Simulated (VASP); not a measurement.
Here is a VASP 6.6.1 calculation.

Contents of INCAR:

```
SYSTEM = ZrB
PREC     = Accurate       ! precision mode
ENCUT    = 600            ! plane-wave cutoff, eV
EDIFF    = 1E-7           ! SCF threshold, eV
ISMEAR   = -1             ! smearing method
SIGMA    = 0.05           ! smearing width, eV
LREAL    = .False.        ! projectors in reciprocal space
LASPH    = .True.         ! aspherical terms in the spheres
NELM     = 100            ! most SCF steps
ALGO     = Normal         ! electronic algorithm
ISIF     = 3              ! what is computed and relaxed
LWAVE    = .False.        ! write WAVECAR
LCHARG   = .False.        ! write CHGCAR
GGA      = PE             ! functional
IBRION   = 2              ! ionic algorithm
NSW      = 60             ! ionic steps
EDIFFG   = -0.01          ! ionic threshold
```

File KPOINTS:

```
Automatic mesh
0
Gamma
  10 10 7
  0 0 0
```

Contents of POSCAR:

```
ZrB
1.0
    1.9614334600     -1.9857162700      0.0000000000
    1.9614334600      1.9857162700      0.0000000000
    0.0000000000      0.0000000000      4.0139456300
Zr B
1 1
Direct
    0.0000000000      0.0000000000      0.5000000000
    0.5000000000      0.5000000000      0.5000000000
```

Potentials or basis: VASP PAW PBE potentials, release 64 (Zr_sv, B).

Run with:

```console
$ cat potpaw_PBE.64/Zr_sv/POTCAR potpaw_PBE.64/B/POTCAR > POTCAR
$ mpirun -np 1 vasp_std > vasp.out
```

Question: Estimate the relaxed volume.

Answer: 17.21 Å³/atom.

Question: Predict the space group after relaxing (to 0.1 Å).

Answer: P4/mmm (No. 123).

Question: Predict the band gap on the k mesh.

Answer: Zero (an odd number of electrons rules out a gap without spin polarisation).

Stress tensor (GPa, compression positive):
```
 0.03  0.00  0.00
 0.00  0.05  0.00
 0.00  0.00 -0.09
```

Caveat: a cell axis changed by over 15 % at a fixed basis, so the end point is rough.
